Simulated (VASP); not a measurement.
A run of VASP 6.6.1:

INCAR

```
SYSTEM = Li
PREC     = Accurate       ! precision mode
ENCUT    = 520            ! plane-wave cutoff, eV
EDIFF    = 1E-7           ! SCF threshold, eV
ISMEAR   = -1             ! smearing method
SIGMA    = 0.1            ! smearing width, eV
LREAL    = Auto         
LASPH    = .TRUE.         ! aspherical terms in the spheres
NELM     = 60             ! most SCF steps
ALGO     = Normal         ! electronic algorithm
ISIF     = 2              ! what is computed and relaxed
LWAVE    = .FALSE.        ! write WAVECAR
LCHARG   = .FALSE.        ! write CHGCAR
GGA      = PE             ! functional
IVDW     = 12             ! dispersion correction
NBANDS   = 38             ! bands
```

Contents of KPOINTS:

```
Automatic mesh
0
G
  3 3 3
  0 0 0
```

Contents of POSCAR:

```
Li
1.0
    6.9800000000      0.0000000000      0.0000000000
    0.0000000000      6.9800000000      0.0000000000
    0.0000000000      0.0000000000      6.9800000000
Li
16
Direct
   -0.0371489971     -0.0157736390     -0.0682234957
    0.5282378223      0.0849140401     -0.0463753582
   -0.0757306590      0.4354871060     -0.0236389685
   -0.0280085960     -0.0452578797      0.5208882521
    0.2004727794      0.1956733524      0.2723782235
    0.4767191977      0.5551002865      0.0520487106
    0.4153581662     -0.0725644699      0.5028796562
    0.6736103152      0.2827220630      0.2452005731
    0.0074928367      0.4769914040      0.4626790831
    0.2222922636      0.7826504298      0.2036676218
    0.1847134670      0.2803438395      0.7580085960
    0.5081375358      0.5236246418      0.5470057307
    0.7398853868      0.7672063037      0.2510315186
    0.7942836676      0.2315042980      0.6683524355
    0.2103438395      0.6953724928      0.7427507163
    0.7522063037      0.7070487106      0.7918051576
```

Potentials or basis: VASP PAW PBE potentials, release 64 (Li_sv).

Run with:

```console
$ cat potpaw_PBE.64/Li_sv/POTCAR > POTCAR
$ mpirun -np 1 vasp_std > vasp.out
```

Hardware: 1 thread of Intel(R) Xeon(R) 6975P-C (Granite Rapids), on a shared host.

Problem. Estimate the wall time of this run.

Solution. Wall time 3.2 min on 1 thread of Intel(R) Xeon(R) 6975P-C (Granite Rapids), on a shared host, peak memory 0.4 GiB. Counts: scf iterations 14, k points 14.
